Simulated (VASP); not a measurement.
**BaTiO3: single point with PBE+U**

BaTiO3:

```
CELL_PARAMETERS angstrom
2.86037 1.65144 2.34605
-2.86037 1.65144 2.34605
0.00000 -3.30287 2.34605
ATOMIC_POSITIONS crystal
Ba 0.00268 0.00268 0.00268
Ti 0.50976 0.50976 0.50976
O 0.49403 0.49403 0.98861
O 0.49403 0.98861 0.49403
O 0.98861 0.49403 0.49403
```

This cell differs from its parent crystal: atoms displaced along a vibrational mode.

```json
{
 "Program": "VASP 6.6.1",
 "Task": "single point",
 "Functional": "PBE",
 "Potentials or basis": "VASP PAW PBE potentials, release 64 (Ba_sv, Ti_sv, O)",
 "Cutoff": "520 eV",
 "k mesh": "6 × 6 × 6",
 "Occupations": "gaussian, width 0.01 eV",
 "Spin": "no spin polarisation",
 "Hubbard terms": "Ti d U = 4.0 eV"
}
```

* Pressure: 2.1 GPa
* Largest force: 0.252 eV/Å
* Band gap on the k mesh: 2.38 eV (least direct gap 2.69 eV)

Forces in eV/Å, atoms in the order of the input:
```
Ba   0.000  0.000 -0.027
Ti   0.000  0.000 -0.252
O    0.000 -0.138  0.093
O   -0.120  0.069  0.093
O    0.120  0.069  0.093
```

Stress tensor (GPa, compression positive):
```
2.28 0.00 0.00
0.00 2.28 0.00
0.00 0.00 1.59
```

Levels at points of the mesh, in eV from the valence-band top:
```csv
k point,band 17,band 18,band 19,band 20,band 21,band 22,band 23,band 24
"(0.00, 0.00, 0.00)",-1.03,-0.37,-0.31,-0.31,2.38,2.38,2.44,3.94
"(0.50, 0.00, 0.00)",-1.65,-1.62,-0.87,-0.82,2.55,3.85,3.89,3.93
"(0.50, 0.50, 0.00)",-1.84,-0.91,-0.89,-0.08,3.89,3.90,4.28,4.58
"(0.50, 0.50, 0.50)",-2.31,-0.01,-0.01,0.00,4.45,4.50,4.50,6.42
```

Eigenvalues of the final occupation matrices:
```
    site  spin  trace               eigenvalues
site 2 d     1   0.79  0.11 0.11 0.11 0.23 0.23
site 2 d     2   0.79  0.11 0.11 0.11 0.23 0.23
```

Run time: 28 s on 1 thread of Intel(R) Xeon(R) 6975P-C (Granite Rapids) (shared host), peak memory 0.21 GiB.

Caveat: the cell differs from its parent crystal (atoms displaced along a vibrational mode); spin-orbit coupling is left out, which moves the levels of the heavy elements. A k mesh can miss the band edges.
